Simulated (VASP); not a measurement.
Write the native input for VASP 6.6.1 that does the following.

- Task: single point
- Functional: PBE
- Potentials or basis: VASP PAW PBE potentials, release 64 (Cu, O)
- Cutoff: 520 eV
- k mesh: 10 × 10 × 5
- Occupations: fermi-dirac, width 0.05 eV
- Spin: no spin polarisation
- Hubbard terms: Cu d U = 2.0 eV
- Dipole correction: no
- Further INCAR settings: ALGO = Normal; EDIFF = 1e-06; NBANDS = 25

The structure of CuO lies in POSCAR:

```
CuO
1.0
    2.3446497600     -1.7133998200      0.0000000000
    2.3446497600      1.7133998200      0.0000000000
   -0.8605499100      0.0000000000      5.0594394800
Cu O
2 2
Direct
    0.0032000000      0.4968000000      0.0000000000
    0.4968000000      0.0032000000      0.5000000000
    0.5714000000      0.4056000000      0.2537000000
    0.4056000000      0.5714000000      0.7537000000
```

The input as run:

INCAR

```
PREC = Accurate
ENCUT = 520
EDIFF = 1E-6
ISMEAR = -1
SIGMA = 0.05
LREAL = F
LASPH = T
NELM = 150
ALGO = Normal
ISIF = 2
LWAVE = F
LCHARG = F
LMAXMIX = 4
LDAU = T
LDAUTYPE = 2
LDAUL = 2 -1
LDAUU = 2 0
LDAUJ = 0 0
LDAUPRINT = 1
GGA = PE
NBANDS = 25
```

KPOINTS

```
regular mesh
0
Gamma
  10 10 5
```

Potentials or basis: VASP PAW PBE potentials, release 64 (Cu, O).

Run with:

```console
$ cat potpaw_PBE.64/Cu/POTCAR potpaw_PBE.64/O/POTCAR > POTCAR
$ mpirun -np 1 vasp_std > vasp.out
```

Results of the run:

The pressure is 4.9 GPa, the largest force is 0.760 eV/Å and the band gap on the k mesh is zero (bands 17 and 18 overlap by 0.62 eV).

Caveat: the cell stands under pressure; U without spin polarisation on a metal has little footing.

It took 2.1 min on 1 thread of Intel(R) Xeon(R) 6975P-C (Granite Rapids), with other jobs on the host, peak memory 0.24 GiB.
